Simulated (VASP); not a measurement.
A run of VASP 6.6.1 is set up as follows.

File INCAR:

```
  PREC = Accurate
  ENCUT = 520
  EDIFF = 1E-7
  ISMEAR = -1
  SIGMA = 0.1
  LREAL = False
  LASPH = True
  NELM = 100
  ALGO = Normal
  ISIF = 2
  LWAVE = False
  LCHARG = True
  GGA = PE
  LELF = True
  LVHAR = True
  NBANDS = 21
```

Contents of KPOINTS:

```
regular mesh
0
Gamma
  15 15 15
```

The input POSCAR:

```
Ru
1.0
    0.0000000000      2.7281200797      2.7281200797
    2.7281200797      0.0000000000      2.7281200797
    2.7281200797      2.7281200797      0.0000000000
Ru
2
Direct
    0.0000000000      0.0000000000      0.0000000000
    0.2500000000      0.2500000000      0.2500000000
```

Potentials or basis: VASP PAW PBE potentials, release 64 (Ru_pv).

Run with:

```bash
$ cat potpaw_PBE.64/Ru_pv/POTCAR > POTCAR
$ mpirun -np 1 vasp_std > vasp.out
```

Estimate the band gap on the k mesh.

zero (band 14 reaches 7.37 eV, above the bottom of band 15 at 6.51 eV).

What does it give for the pressure?

0.2 GPa.
